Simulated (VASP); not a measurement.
Input of a VASP 6.6.1 run:

The input POSCAR:

```
MgB
1.0
    2.8951500000      0.0000000000      0.0000000000
    0.0000000000      2.8951500000      0.0000000000
    0.0000000000      0.0000000000      2.8951500000
Mg B
1 1
Direct
    0.0000000000      0.0000000000      0.0000000000
    0.5000000000      0.5000000000      0.5000000000
```

INCAR.step1

```
SYSTEM = MgB
PREC     = Accurate       ! precision mode
ENCUT    = 600            ! plane-wave cutoff, eV
EDIFF    = 1E-5           ! SCF threshold, eV
ISMEAR   = -1             ! smearing method
SIGMA    = 0.05           ! smearing width, eV
LREAL    = .FALSE.        ! projectors in reciprocal space
LASPH    = .TRUE.         ! aspherical terms in the spheres
NELM     = 80             ! most SCF steps
ALGO     = Normal         ! electronic algorithm
LWAVE    = .TRUE.         ! write WAVECAR
LCHARG   = .FALSE.        ! write CHGCAR
GGA      = PE             ! functional
NBANDS   = 10             ! bands
```

Contents of INCAR.step2:

```
SYSTEM = MgB
PREC     = Accurate       ! precision mode
ENCUT    = 600            ! plane-wave cutoff, eV
EDIFF    = 1E-6           ! SCF threshold, eV
ISMEAR   = -1             ! smearing method
SIGMA    = 0.05           ! smearing width, eV
LREAL    = .FALSE.        ! projectors in reciprocal space
LASPH    = .TRUE.         ! aspherical terms in the spheres
NELM     = 80             ! most SCF steps
ALGO     = Normal         ! electronic algorithm
ISIF     = 3              ! what is computed and relaxed
LWAVE    = .FALSE.        ! write WAVECAR
LCHARG   = .FALSE.        ! write CHGCAR
GGA      = PE             ! functional
LHFCALC  = .TRUE.         ! exact exchange
HFSCREEN = 0.2079         ! screening, 1/A
PRECFOCK = Normal       
IBRION   = 2              ! ionic algorithm
NSW      = 60             ! ionic steps
EDIFFG   = -0.01          ! ionic threshold
ISTART   = 1
```

File KPOINTS:

```
Automatic mesh
0
G
  5 5 5
  0 0 0
```

Potentials or basis: VASP PAW PBE potentials, release 64 (Mg, B).

Command:

```console
$ cat potpaw_PBE.64/Mg/POTCAR potpaw_PBE.64/B/POTCAR > POTCAR
$ cp INCAR.step1 INCAR
$ mpirun -np 1 vasp_std > vasp.out
$ cp INCAR.step2 INCAR
$ mpirun -np 1 vasp_std > vasp.out
```

Question: Estimate the relaxed volume.

Answer: 12.01 Å³/atom.

Question: What does it give for the relaxed cell?

Answer: a = 2.886 Å, b = 2.886 Å, c = 2.886 Å, α = 90.00°, β = 90.00°, γ = 90.00°.

Final structure:
```
CELL_PARAMETERS angstrom
2.88567 0.00000 0.00000
0.00000 2.88567 0.00000
0.00000 0.00000 2.88567
ATOMIC_POSITIONS crystal
Mg 0.00000 0.00000 0.00000
B 0.50000 0.50000 0.50000
```

Caveat: the k points lie up to 0.44 Å⁻¹ apart in the final cell; the PAW data sets were made with another functional, which shifts forces and pressure a little.
